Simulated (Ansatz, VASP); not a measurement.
This is a calculation of As for VASP 6.6.1.

INCAR

```
PREC     = Accurate       # precision mode
ENCUT    = 520            # plane-wave cutoff, eV
EDIFF    = 1E-6           # SCF threshold, eV
ISMEAR   = 0              # smearing method
SIGMA    = 0.028999999999999998 # smearing width, eV
LREAL    = False          # projectors in reciprocal space
LASPH    = True           # aspherical terms in the spheres
NELM     = 100            # most SCF steps
ALGO     = Normal         # electronic algorithm
ISIF     = 2              # what is computed and relaxed
LWAVE    = False          # write WAVECAR
LCHARG   = False          # write CHGCAR
GGA      = PE             # functional
NBANDS   = 12             # bands
```

KPOINTS

```
Automatic mesh
0
Gamma
  9 9 9
```

POSCAR

```
As
1.0
    1.8807968987      1.0858785957      3.5140619945
   -1.8807968987      1.0858785957      3.5140619945
    0.0000000000     -2.1717571915      3.5140619945
As
2
Direct
    0.2260000000      0.2260000000      0.2260000000
    0.7740000000      0.7740000000      0.7740000000
```

Potentials or basis: VASP PAW PBE potentials, release 64 (As).

The run is started by

```sh
$ cat potpaw_PBE.64/As/POTCAR > POTCAR
$ mpirun -np 1 vasp_std > vasp.out
```

Question: Set up the same calculation for Ansatz 0.2.0. Potentials there: Ansatz PAW.

Answer: As run (the cutoff follows the program's own potentials):

Contents of input.yaml:

```yaml
crystal:
  lattice:
    - [1.8807968987, 1.0858785957, 3.5140619945]
    - [-1.8807968987, 1.0858785957, 3.5140619945]
    - [0.0, -2.1717571915, 3.5140619945]
  atoms:
    - { symbol: As, position: [0.226, 0.226, 0.226] }
    - { symbol: As, position: [0.774, 0.774, 0.774] }
hamiltonian:
  xc: pbe
  pseudopotentials: { kind: paw }
kpoints:
  mp_grid: { grid: [9, 9, 9] }
scf:
  occupations: { method: gaussian, width: 0.029 }
output:
  forces: true
  stress: true
  eigenvalues: true
```

Potentials or basis: Ansatz PAW.

Launch:

```bash
$ ansatz run input.yaml --threads 2 --pin off --max-ram 5632MiB --backend cpu --events-out ev --progress --plain --runs-dir out
```

Both were run:

|  | VASP | Ansatz | Ansatz less VASP |
| --- | --- | --- | --- |
| gap on the k mesh at the Fermi level (eV) | none | none | - |
| pressure (GPa) | 4.1 | 3.7 | -0.33 |
| traceless stress, the component that is largest in VASP (GPa) | -0.40 | -0.30 | +0.100 |
| rms of the force components (eV/Å) | 0.284 | 0.249 | -0.0352 |

Atom by atom the forces differ by 0.035 eV/Å (rms over components). A gap of «none» marks a metal or a gap that the smearing closes. VASP's potentials hold 10 valence electrons a cell and Ansatz's 30, so a difference there can come from the potentials and not from the codes.
